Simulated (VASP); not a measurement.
# ZnCu (P4mm) in VASP: notebook

ZnCu is run at these levels: PBE; tasks: single point.

Everything below comes from runs of VASP 6.6.1. Logs are shortened: lines on timing, memory, paths and dates and some standing lists are left out, and cuts for length are marked.

### 1 The cell of the first run

It takes space group P4mm (No. 99, tetragonal). The conventional cell has a = 2.945 Å, b = 2.945 Å, c = 2.945 Å, α = 90.00°, β = 90.00°, γ = 90.00°. Zn (site symmetry 4mm) has 8 Cu at 2.53 to 2.57 Å and 6 Zn at 2.94 Å within 3.3 Å. Cu (site symmetry 4mm) has 8 Zn at 2.53 to 2.57 Å and 6 Cu at 2.94 Å within 3.3 Å.

### 2 Single point, PBE

File INCAR:

```
SYSTEM = ZnCu
PREC     = Accurate       ! precision mode
ENCUT    = 520            ! plane-wave cutoff, eV
EDIFF    = 1E-6           ! SCF threshold, eV
ISMEAR   = 0              ! smearing method
SIGMA    = 0.15           ! smearing width, eV
LREAL    = .False.        ! projectors in reciprocal space
LASPH    = .True.         ! aspherical terms in the spheres
NELM     = 60             ! most SCF steps
ALGO     = Fast           ! electronic algorithm
ISIF     = 2              ! what is computed and relaxed
LWAVE    = .False.        ! write WAVECAR
LCHARG   = .False.        ! write CHGCAR
GGA      = PE             ! functional
NBANDS   = 18             ! bands
```

File KPOINTS:

```
Automatic mesh
0
Gamma
  16 16 16
  0 0 0
```

File POSCAR:

```
ZnCu
1.0
    2.9450000000      0.0000000000      0.0000000000
    0.0000000000      2.9450000000      0.0000000000
    0.0000000000      0.0000000000      2.9450000000
Zn Cu
1 1
Direct
    0.4872665535      0.5000000000      0.5000000000
    0.0000000000      0.0000000000      0.0000000000
```

Potentials or basis: VASP PAW PBE potentials, release 64 (Zn, Cu).

Launch:

```bash
$ cat potpaw_PBE.64/Zn/POTCAR potpaw_PBE.64/Cu/POTCAR > POTCAR
$ mpirun -np 1 vasp_std > vasp.out
```

OUTCAR:

```text
SYSTEM = ZnCu
   PREC = Accurate
   ENCUT = 520
   EDIFF = 1E-6
   ISMEAR = 0
   LREAL = .False.
   LASPH = .True.
   NELM = 60
   ISIF = 2
   GGA = PE

 ion  position               nearest neighbor table
   1  0.487  0.500  0.500-   2 2.53   2 2.53   2 2.53   2 2.53   2 2.57   2 2.57   2 2.57   2 2.57

   2  0.000  0.000  0.000-   1 2.53   1 2.53   1 2.53   1 2.53   1 2.57   1 2.57   1 2.57   1 2.57

  LATTYP: Found a simple cubic cell.
 ALAT       =     2.9450000000

  Lattice vectors:

 A1 = (   2.9450000000,   0.0000000000,   0.0000000000)
 A2 = (   0.0000000000,   2.9450000000,   0.0000000000)
 A3 = (   0.0000000000,   0.0000000000,   2.9450000000)

Analysis of symmetry for initial positions (statically):
=====================================================================
 Subroutine PRICEL returns:
 Original cell was already a primitive cell.

 Routine SETGRP: Setting up the symmetry group for a
 simple cubic supercell.

 Subroutine GETGRP returns: Found  8 space group operations
 (whereof  8 operations were pure point group operations)
 out of a pool of 48 trial point group operations.

The static configuration has the point symmetry C_4v.

Analysis of symmetry for dynamics (positions and initial velocities):
=====================================================================
 Subroutine PRICEL returns:
 Original cell was already a primitive cell.

 Routine SETGRP: Setting up the symmetry group for a
 simple cubic supercell.

 Subroutine GETGRP returns: Found  8 space group operations
 (whereof  8 operations were pure point group operations)
 out of a pool of 48 trial point group operations.

The dynamic configuration has the point symmetry C_4v.

 Subroutine INISYM returns: Found  8 space group operations
 (whereof  8 operations are pure point group operations),
 and found     1 'primitive' translations

----------------------------------------------------------------------------------------

                                     Primitive cell

  volume of cell :      25.5421

  direct lattice vectors                    reciprocal lattice vectors
     2.945000000  0.000000000  0.000000000     0.339558574  0.000000000  0.000000000
     0.000000000  2.945000000  0.000000000     0.000000000  0.339558574  0.000000000
     0.000000000  0.000000000  2.945000000     0.000000000  0.000000000  0.339558574

  length of vectors
     2.945000000  2.945000000  2.945000000     0.339558574  0.339558574  0.339558574

  position of ions in fractional coordinates (direct lattice)
     0.487266553  0.500000000  0.500000000
     0.000000000  0.000000000  0.000000000

  ion indices of the primitive-cell ions
   primitive index   ion index
                 1           1
                 2           2

----------------------------------------------------------------------------------------

 KPOINTS: Automatic mesh

Automatic generation of k-mesh.
 Grid dimensions read from file:
 generate k-points for:   16   16   16

 Generating k-lattice:

  Cartesian coordinates                     Fractional coordinates (reciprocal lattice)
     0.021222411  0.000000000  0.000000000     0.062500000  0.000000000  0.000000000
     0.000000000  0.021222411  0.000000000     0.000000000  0.062500000  0.000000000
     0.000000000  0.000000000  0.021222411     0.000000000  0.000000000  0.062500000

  Length of vectors
     0.021222411  0.021222411  0.021222411

  Shift w.r.t. Gamma in fractional coordinates (k-lattice)
     0.000000000  0.000000000  0.000000000

 Subroutine IBZKPT returns following result:
 ===========================================

 Found    405 irreducible k-points:

 Following reciprocal coordinates:
            Coordinates               Weight
  0.000000  0.000000  0.000000      1.000000
  0.062500  0.000000  0.000000      2.000000
  0.000000  0.062500  0.000000      4.000000
  0.125000  0.000000  0.000000      2.000000
  0.000000  0.125000  0.000000      4.000000
  0.187500  0.000000  0.000000      2.000000
[... 16 lines left out ...]
  0.187500  0.062500  0.000000      8.000000
  0.000000  0.187500  0.062500      8.000000
 [... further k-points ...]
   k-points           NKPTS =    405   k-points in BZ     NKDIM =    405   number of bands    NBANDS=     18
   number of dos      NEDOS =    301   number of ions     NIONS =      2
   total plane-waves  NPLWV =  13824
   dimension x,y,z NGX =    24 NGY =   24 NGZ =   24
   dimension x,y,z NGXF=    48 NGYF=   48 NGZF=   48
   ions per type =               1   1
   NGX,Y,Z   is equivalent  to a cutoff of  13.55, 13.55, 13.55 a.u.
   NGXF,Y,Z  is equivalent  to a cutoff of  27.10, 27.10, 27.10 a.u.
 SYSTEM =  ZnCu
   PREC   = accura    normal or accurate (medium, high low for compatibility)
   ISTART =      0    job   : 0-new  1-cont  2-samecut
   ICHARG =      2    charge: 1-file 2-atom 10-const
   ISPIN  =      1    spin polarized calculation?
   LNONCOLLINEAR =      F non collinear calculations
   LSORBIT =      F    spin-orbit coupling
   LASPH  =      T    aspherical Exc in radial PAW
   ENCUT  =  520.0 eV  38.22 Ry    6.18 a.u.   5.48  5.48  5.48*2*pi/ulx,y,z
   NELM   =     60;   NELMIN=  2; NELMDL= -5     # of ELM steps
   EDIFF  = 0.1E-05   stopping-criterion for ELM
   LREAL  =      F    real-space projection
   EDIFFG = 0.1E-04   stopping-criterion for IOM
   NSW    =      0    number of steps for IOM
   IBRION =     -1    ionic relax: 0-MD 1-quasi-New 2-CG
   NFREE  =      0    steps in history (QN), initial steepest desc. (CG)
   ISIF   =      2    stress and relaxation
   ISYM   =      2    0-nonsym 1-usesym 2-fastsym
   POTIM  = 0.5000    time-step for ionic-motion
   TEBEG  =    0.0;   TEEND  =   0.0 temperature during run
   PSTRESS=    0.0 pullay stress
   NELECT =      23.0000    total number of electrons
   NUPDOWN=      -1.0000    fix difference up-down
   EMIN   =  10.00;   EMAX   =-10.00  energy-range for DOS
   EFERMI =   0.00;   METHOD = LEGACY
   ISMEAR =     0;   SIGMA  =   0.15  broadening in eV -4-tet -1-fermi 0-gaus
   EFERMI_NEDOS =   21; number of points for ismear=-14 and -15
   IALGO  =     68    algorithm
   IMIX   =      4    mixing-type and parameters
     AMIX     =   0.40;   BMIX     =  1.00
     AMIX_MAG =   1.60;   BMIX_MAG =  1.00
  volume/ion in A,a.u.               =      12.77        86.18
  Fermi-wavevector in a.u.,A,eV,Ry     =   1.580880  2.987429 34.003415  2.499180
  Thomas-Fermi vector in A             =   2.681040
   LORBIT       =      0    0 simple, 1 ext, 2 COOP (PROOUT), +10 PAW based schemes
   GGA     = PE    functional components
   LHFCALC =     F    Hartree Fock is set to
   AEXX    =    0.0000 exact exchange contribution
   IVDW    =     0    specifies the selected vdW correction
   LEPSILON=     F    determine dielectric tensor
   LRPA    =     F    only Hartree local field effects (RPA)
 non-spin polarized calculation
 RMM-DIIS sequential band-by-band and
 Gauss-broadening in eV      SIGMA  =   0.15
  energy-cutoff  :      520.00
  volume of cell :       25.54
 maximum number of plane-waves:       715
 NGX is ok and might be reduce to    24
   NGX = 11   NGY = 11   NGZ = 11

 number of electron      23.0000008 magnetization

 Free energy of the ion-electron system (eV)
  ---------------------------------------------------
  ext. energy  EPLUGINS =         0.00000000
  ---------------------------------------------------
  free energy    TOTEN  =        -5.00626603 eV

  energy without entropy =       -4.99959480  energy(sigma->0) =       -5.00293041

 E-fermi :   5.5381     XC(G=0): -12.4015

 val. band max:        5.5128741423   @ k =   0.3125   0.1250   0.0625
 cond. band min:       5.5392329382   @ k =   0.4375   0.4375   0.3125
 fundamental gap:      0.0263587960
 Fermi energy:         5.5380677640

 k-point     1 :       0.0000    0.0000    0.0000
  band No.  band energies     occupation
      1      -4.7968      2.00000
      2      -2.3096      2.00000
      3      -2.3084      2.00000
      4      -1.6145      2.00000
      5      -1.6134      2.00000
      6      -1.6134      2.00000
[... 10 lines left out ...]
     17      17.8163      0.00000
     18      28.9839      0.00000

 k-point     2 :       0.0625    0.0000    0.0000
  band No.  band energies     occupation
      1      -4.7260      2.00000
      2      -2.3014      2.00000
      3      -2.2931      2.00000
      4      -1.6197      2.00000
      5      -1.6197      2.00000
      6      -1.6114      2.00000
[... 10 lines left out ...]
     17      18.2715      0.00000
     18      28.3877      0.00000

 k-point     3 :       0.0000    0.0625    0.0000
  band No.  band energies     occupation
      1      -4.7260      2.00000
      2      -2.3006      2.00000
      3      -2.2940      2.00000
      4      -1.6208      2.00000
      5      -1.6197      2.00000
      6      -1.6103      2.00000
[... 10 lines left out ...]
     17      18.2773      0.00000
     18      28.3298      0.00000

 k-point     4 :       0.1250    0.0000    0.0000
  band No.  band energies     occupation
      1      -4.5153      2.00000
      2      -2.2778      2.00000
      3      -2.2482      2.00000
      4      -1.6376      2.00000
      5      -1.6376      2.00000
      6      -1.6025      2.00000
[... 375 lines left out ...]
      4      -1.6442      2.00000
      5      -1.6404      2.00000
      6      -1.6051      2.00000
[... 10 lines left out ...]
     17      19.9992      0.00000
     18      25.1006      0.00000

 k-point    23 :       0.1875    0.0625    0.0000
  band No.  band energies     occupation
      1      -4.1035      2.00000
      2      -2.2308      2.00000
      3      -2.1659      2.00000
      4      -1.6703      2.00000
      5      -1.6663      2.00000
      6      -1.5947      2.00000
[... 10 lines left out ...]
     17      22.1656      0.00000
     18      23.4413      0.00000

 k-point    24 :       0.0000    0.1875    0.0625
  band No.  band energies     occupation
      1      -4.1033      2.00000
      2      -2.2301      2.00000
      3      -2.1667      2.00000
      4      -1.6714      2.00000
      5      -1.6662      2.00000
      6      -1.5940      2.00000
[... 10 lines left out ...]
     17      22.1791      0.00000
     18      23.4340      0.00000

 [... further k-points ...]
[... 5 lines left out ...]
  --------------------------------------------------------------------------------------
  -------------------------------------------------------------------------------------
  Total        0.5119567      0.5258647      0.5258647      0.0000000      0.0000000     -0.0000000
  in kB       32.1135218     32.9859283     32.9859283      0.0000000      0.0000000     -0.0000000
  external PRESSURE =      32.6951261 kB  Pullay stress =       0.0000000 kB

 VOLUME and BASIS-vectors are now :
 -----------------------------------------------------------------------------
  energy-cutoff  :      520.00
  volume of cell :       25.54
      direct lattice vectors                 reciprocal lattice vectors
     2.945000000  0.000000000  0.000000000     0.339558574  0.000000000  0.000000000
     0.000000000  2.945000000  0.000000000     0.000000000  0.339558574  0.000000000
     0.000000000  0.000000000  2.945000000     0.000000000  0.000000000  0.339558574

 POSITION                                       TOTAL-FORCE (eV/Angst)
 -----------------------------------------------------------------------------------
      1.43500      1.47250      1.47250         0.183020      0.000000     -0.000000
      0.00000      0.00000      0.00000        -0.183020     -0.000000      0.000000
 -----------------------------------------------------------------------------------
    total drift:                               -0.000464     -0.000000      0.000012

  FREE ENERGIE OF THE ION-ELECTRON SYSTEM (eV)
  ---------------------------------------------------
  free  energy   TOTEN  =        -5.0062660251 eV

  energy  without entropy=       -4.9995948046  energy(sigma->0) =       -5.00293041
```

Wall time 55 s (1 thread of Intel Xeon 6975P-C (Granite Rapids), shared host); peak memory 0.3 GiB.

What came out:

| Item | Value |
| --- | --- |
| Free energy | -5.0063 eV |
| Pressure | 3.3 GPa |
| Largest force | 0.183 eV/Å |

Forces in eV/Å, atoms in the order of the input:
```
Zn   0.183  0.000  0.000
Cu  -0.183  0.000  0.000
```

Caveat: the cell differs from its parent crystal (all Zn atoms moved +0.037 Å, as atom 1 towards its neighbour atom 1 (Zn) at 2.945 Å).

### 3 Single point, PBE

File INCAR:

```
SYSTEM = ZnCu
PREC = Accurate
ENCUT = 520
EDIFF = 1E-6
ISMEAR = 0
SIGMA = 0.15
LREAL = .FALSE.
LASPH = .TRUE.
NELM = 80
ALGO = Fast
ISIF = 2
LWAVE = .FALSE.
LCHARG = .FALSE.
GGA = PE
NBANDS = 18
```

File KPOINTS:

```
regular mesh
0
G
  16 16 16
  0 0 0
```

Edit POSCAR of step 2 so:

```diff
@@ -8,3 +8,3 @@
 Direct
-    0.4872665535      0.5000000000      0.5000000000
+    0.4957555178      0.5000000000      0.5000000000
     0.0000000000      0.0000000000      0.0000000000
```

Potentials or basis: VASP PAW PBE potentials, release 64 (Zn, Cu).

Launch:

```bash
$ cat potpaw_PBE.64/Zn/POTCAR potpaw_PBE.64/Cu/POTCAR > POTCAR
$ mpirun -np 1 vasp_std > vasp.out
```

Run time: 56 s. Hardware: 1 thread of Intel Xeon 6975P-C (Granite Rapids), shared host; peak memory 0.3 GiB.

The run converged. Its results:

```
Free energy   : -5.0093 eV
Pressure      : 3.2 GPa
Largest force : 0.061 eV/Å
```

Forces on the atoms (eV/Å):
```
Zn   0.061  0.000  0.000
Cu  -0.061  0.000  0.000
```

Levels at points of the mesh, in eV from the Fermi level:
```csv
k point,band 10,band 11,band 12,band 13,band 14,band 15
"(0.00, 0.00, 0.00)",-2.74,-2.74,6.23,6.23,6.23,11.26
"(0.50, 0.00, 0.00)",-3.28,-2.81,-2.01,11.71,11.71,12.35
"(0.00, 0.50, 0.00)",-3.28,-2.81,-2.01,11.71,11.71,12.34
"(0.50, 0.50, 0.00)",-2.50,-1.89,-1.88,1.76,2.11,13.94
"(0.00, 0.50, 0.50)",-2.50,-1.88,-1.88,1.76,2.11,13.94
"(0.50, 0.50, 0.50)",-2.48,3.86,4.33,4.33,4.34,4.52
```

Caveat: the cell differs from its parent crystal (all Zn atoms moved +0.013 Å, as atom 1 towards its neighbour atom 1 (Zn) at 2.945 Å).
